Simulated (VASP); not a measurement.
Write the native input for VASP 6.6.1 that does the following.

| Quantity | Value |
| --- | --- |
| Task | density of states |
| Functional | PBEsol |
| Potentials or basis | VASP PAW PBE potentials, release 64 (Al, N) |
| Cutoff | 520 eV |
| k mesh | 11 × 11 × 6 |
| Occupations | fermi-dirac, width 0.02 eV |
| Spin | no spin polarisation |
| Dipole correction | no |
| k mesh for the DOS | 17 × 17 × 9 |
| Occupations for the DOS | tetrahedron |
| Further INCAR settings | ALGO = Normal; EDIFF = 1e-06 |

Crystal: AlN.

```
CELL_PARAMETERS angstrom
3.11100 0.00000 0.00000
-1.55550 2.69421 0.00000
0.00000 0.00000 4.97800
ATOMIC_POSITIONS crystal
Al 0.33333 0.66667 0.00000
Al 0.66667 0.33333 0.50000
N 0.33333 0.66667 0.38500
N 0.66667 0.33333 0.88500
```

One way to write it, as run:

POSCAR

```
AlN
1.0
    3.1110021516      0.0000000000      0.0000000000
   -1.5555010758      2.6942068945      0.0000000000
    0.0000000000      0.0000000000      4.9780000000
Al N
2 2
Direct
    0.3333333333      0.6666666667      0.0000000000
    0.6666666667      0.3333333333      0.5000000000
    0.3333333333      0.6666666667      0.3850000000
    0.6666666667      0.3333333333      0.8850000000
```

INCAR.step1

```
SYSTEM = AlN
PREC     = Accurate       ! precision mode
ENCUT    = 520            ! plane-wave cutoff, eV
EDIFF    = 1E-6           ! SCF threshold, eV
ISMEAR   = -1             ! smearing method
SIGMA    = 0.02           ! smearing width, eV
LREAL    = .False.        ! projectors in reciprocal space
LASPH    = .True.         ! aspherical terms in the spheres
NELM     = 80             ! most SCF steps
ALGO     = Normal         ! electronic algorithm
ISIF     = 2              ! what is computed and relaxed
LWAVE    = .False.        ! write WAVECAR
LCHARG   = .True.         ! write CHGCAR
GGA      = PS             ! functional
NBANDS   = 16             ! bands
```

KPOINTS.step1

```
Automatic mesh
0
Gamma
  11 11 6
  0 0 0
```

INCAR.step2

```
SYSTEM = AlN
PREC     = Accurate       ! precision mode
ENCUT    = 520            ! plane-wave cutoff, eV
EDIFF    = 1E-6           ! SCF threshold, eV
ISMEAR   = -5             ! smearing method
SIGMA    = 0.02           ! smearing width, eV
LREAL    = .False.        ! projectors in reciprocal space
LASPH    = .True.         ! aspherical terms in the spheres
NELM     = 80             ! most SCF steps
ALGO     = Normal         ! electronic algorithm
ISIF     = 2              ! what is computed and relaxed
LWAVE    = .False.        ! write WAVECAR
LCHARG   = .False.        ! write CHGCAR
GGA      = PS             ! functional
LORBIT   = 11             ! projections on sites
NEDOS    = 2001           ! points of the DOS
ICHARG   = 11             ! starting density
```

KPOINTS.step2

```
Automatic mesh
0
Gamma
  17 17 9
  0 0 0
```

Potentials or basis: VASP PAW PBE potentials, release 64 (Al, N).

Command:

```console
$ cat potpaw_PBE.64/Al/POTCAR potpaw_PBE.64/N/POTCAR > POTCAR
$ cp INCAR.step1 INCAR
$ cp KPOINTS.step1 KPOINTS
$ mpirun -np 1 vasp_std > vasp.out
$ cp INCAR.step2 INCAR
$ cp KPOINTS.step2 KPOINTS
$ mpirun -np 1 vasp_std > vasp.out
```

It gave:

| Item | Value |
| --- | --- |
| Valence electrons inside the program's atomic spheres | Al 0.81; N 3.85 |

Run time: 3 min on 1 thread of AMD EPYC 7R13, with other jobs on the host, peak memory 0.17 GiB.
